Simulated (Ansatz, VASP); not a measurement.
# F in VASP and in Ansatz

INCAR

```
SYSTEM = F
PREC = Accurate
ENCUT = 1350
EDIFF = 1E-6
ISMEAR = 0
SIGMA = 0.05
LREAL = .False.
LASPH = .True.
NELM = 120
ALGO = Normal
ISIF = 2
LWAVE = .False.
LCHARG = .False.
GGA = PS
NBANDS = 22
GGA_COMPAT = .False.
```

File KPOINTS:

```
Automatic mesh
0
Gamma
  4 4 2
  0 0 0
```

File POSCAR:

```
F
1.0
    2.9707572489     -1.8204456838     -0.2291304273
    2.9707572489      1.8204456838     -0.2291304273
   -2.1999449804      0.0000000000      7.2763689445
F
4
Direct
    0.0848459664      0.0848459664      0.0940038325
    0.9151540336      0.9151540336      0.9059961675
    0.5015719855      0.5015719855      0.5937195244
    0.4984280145      0.4984280145      0.4062804756
```

Input for Ansatz:

```yaml
crystal:
  lattice:
    - [2.9707572489, -1.8204456838, -0.2291304273]
    - [2.9707572489, 1.8204456838, -0.2291304273]
    - [-2.1999449804, 0.0, 7.2763689445]
  atoms:
    - { symbol: F, position: [0.0848459664, 0.0848459664, 0.0940038325] }
    - { symbol: F, position: [0.9151540336, 0.9151540336, 0.9059961675] }
    - { symbol: F, position: [0.5015719855, 0.5015719855, 0.5937195244] }
    - { symbol: F, position: [0.4984280145, 0.4984280145, 0.4062804756] }
basis:
  ecutwfc: 520.0
kpoints:
  mp_grid: { grid: [4, 4, 2] }
hamiltonian:
  xc: pbesol
scf:
  occupations: { method: gaussian, width: 0.05 }
output:
  forces: true
  stress: true
  eigenvalues: true
```

Change from the starting cell: volume 19.217 Å^3 an atom, stretch along a over the lengths across it, relative to the relaxed cell 0.9379.

Alike in both runs: task single point; functional PBEsol; k mesh 4 × 4 × 2; occupations gaussian, width 0.05 eV; no spin polarisation.

|  | VASP | Ansatz |
| --- | --- | --- |
| version | VASP 6.6.1 | Ansatz 0.2.0 |
| potentials or method | VASP PAW PBE potentials, release 64 (F_h), cutoff 1350 eV | scalar-relativistic, plane waves, PAW |
| valence electrons in the cell | 28 | 28 |

```tsv
	VASP	Ansatz	Ansatz less VASP
gap on the k mesh at the Fermi level (eV)	2.85	2.85	+0.004
least direct gap on the mesh (eV)	2.92	2.92	+0.003
pressure (GPa)	-1.7	-1.3	+0.42
traceless stress, the component that is largest in VASP (GPa)	-2.04	-2.16	-0.123
rms of the force components (eV/Å)	0.360	0.372	+0.0120
```

VASP's potentials were made for PBE, not for PBEsol. Atom by atom the forces differ by 0.012 eV/Å (rms over components).

The k mesh is coarse, so the values compare programs but aren't converged.
